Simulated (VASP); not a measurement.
Crystal: In2GaSbAs2.

```xyz
6
Lattice="3.0567 -3.0567 0.0000 0.0000 3.0567 -3.0567 6.0830 6.0830 6.0830" Properties=species:S:1:pos:R:3 pbc="T T T"
In    3.0560    0.0081   -3.0281
In    3.0439    3.0584   -0.0294
As    4.5435    1.4912   -1.5625
As    4.5707    4.5830    1.5101
Ga    6.0864    3.0406    3.0607
Sb    7.6225    4.5393    4.5722
```

Base run:

* Program: VASP 6.6.1
* Functional: PBEsol
* Potentials or basis: VASP PAW PBE potentials, release 64 (In_d, As, Ga_d, Sb)
* Cutoff: 520 eV
* k mesh: 4 × 4 × 2
* Occupations: fermi-dirac, width 0.05 eV
* Spin: no spin polarisation

Its results: band gap on the k mesh 0.05 eV; pressure 1.3 GPa; largest force 1.045 eV/Å.

**Question.** The run is repeated on the same cell with these changes: functional from PBEsol to LDA; potentials or basis from VASP PAW PBE potentials, release 64 (In_d, As, Ga_d, Sb) to VASP PAW LDA potentials, release 64 (In_d, As, Ga_d, Sb). What comes out?

**Answer.** Band gap on the k mesh 0.05 eV; pressure -0.3 GPa; largest force 1.003 eV/Å.

Caveats: semilocal functionals underestimate gaps, and a narrow one can read as zero; spin-orbit coupling is left out, which moves the levels of the heavy elements; the PAW data sets were made with another functional, which shifts forces and pressure a little (at least some runs); forces of over 1 eV/Å act on the atoms, so gaps and moduli don't describe the material at rest (at least some runs).

A k mesh can miss the band edges.
